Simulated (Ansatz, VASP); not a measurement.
One calculation of Nb, two programs

```
Nb
1.0
     2.26301    0.00000    0.00000
     0.00000    2.26301    0.00000
     0.00000    0.00000    2.26301
Nb
1
Direct
  0.00000 0.00000 0.00000
```

Change from the starting cell: volume scaled by 0.6, LAPW.

Alike in both runs: task single point; functional PBEsol; k mesh 14 × 14 × 14; occupations fermi-dirac, width 0.1 eV; no spin polarisation.

```csv
,VASP,Ansatz
version,VASP 6.6.1,Ansatz 0.2.0
potentials or method,"VASP PAW PBE potentials, release 64 (Nb_sv), cutoff 520 eV","all-electron LAPW, scalar-relativistic"
```

|  | VASP | Ansatz | Ansatz less VASP |
| --- | --- | --- | --- |
| pressure (GPa) | 199.3 | 198.7 | -0.63 |

VASP's potentials were made for PBE, not for PBEsol. Both programs put the cell under a high pressure, so it lies far from rest at this level. Ansatz ran all-electron here, and VASP with PAW potentials.

Noted on VASP's run: the cell as given lies far from equilibrium.
